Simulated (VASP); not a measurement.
Write the native input for VASP 6.6.1 that does the following.

```
Task                   : relaxation of the atoms
Functional             : LDA
Potentials or basis    : VASP PAW LDA potentials, release 64 (B, N)
Cutoff                 : 520 eV
k mesh                 : 12 × 12 × 4
Occupations            : gaussian, width 0.05 eV
Spin                   : no spin polarisation
Dipole correction      : no
Further INCAR settings : ALGO = Normal; EDIFF = 1e-07; IBRION = 2; EDIFFG = -0.01; NSW = 50
```

The structure of BN lies in POSCAR:

```
BN
1.0
    2.5796742231      0.0000000000      0.0000000000
   -1.2898371116      2.1549757989      0.0000000000
    0.0000000000      0.0000000000      7.2097513575
B N
2 2
Direct
    0.3333333333      0.6666666667      0.2500000000
    0.6666666667      0.3333333333      0.7500000000
    0.3333333333      0.6666666667      0.7500000000
    0.6666666667      0.3333333333      0.2500000000
```

This cell differs from its parent crystal: normal strain along x +0.0367, normal strain along z +0.1100.

One way to write it, as run:

INCAR

```
PREC     = Accurate       # precision mode
ENCUT    = 520            # plane-wave cutoff, eV
EDIFF    = 1E-7           # SCF threshold, eV
ISMEAR   = 0              # smearing method
SIGMA    = 0.05           # smearing width, eV
LREAL    = F              # projectors in reciprocal space
LASPH    = T              # aspherical terms in the spheres
NELM     = 80             # most SCF steps
ALGO     = Normal         # electronic algorithm
ISIF     = 2              # what is computed and relaxed
LWAVE    = F              # write WAVECAR
LCHARG   = F              # write CHGCAR
IBRION   = 2              # ionic algorithm
NSW      = 50             # ionic steps
EDIFFG   = -0.01          # ionic threshold
```

KPOINTS

```
Automatic mesh
0
Gamma
  12 12 4
```

Potentials or basis: VASP PAW LDA potentials, release 64 (B, N).

The run is started by

```console
$ cat potpaw_LDA.64/B/POTCAR potpaw_LDA.64/N/POTCAR > POTCAR
$ mpirun -np 1 vasp_std > vasp.out
```

It gave:

The energy gained by relaxing is 0.9 meV/atom and the ionic steps are 3. The pressure after relaxing is -11.4 GPa and the band gap on the k mesh is 4.05 eV (least direct gap 4.44 eV).

Caveat: the cell differs from its parent crystal (normal strain along x +0.0367, normal strain along z +0.1100).

It took 97 s on 1 thread of Intel(R) Xeon(R) Platinum 8259CL CPU @ 2.50GHz (Skylake/Cascade Lake) (shared host), peak memory 0.17 GiB.
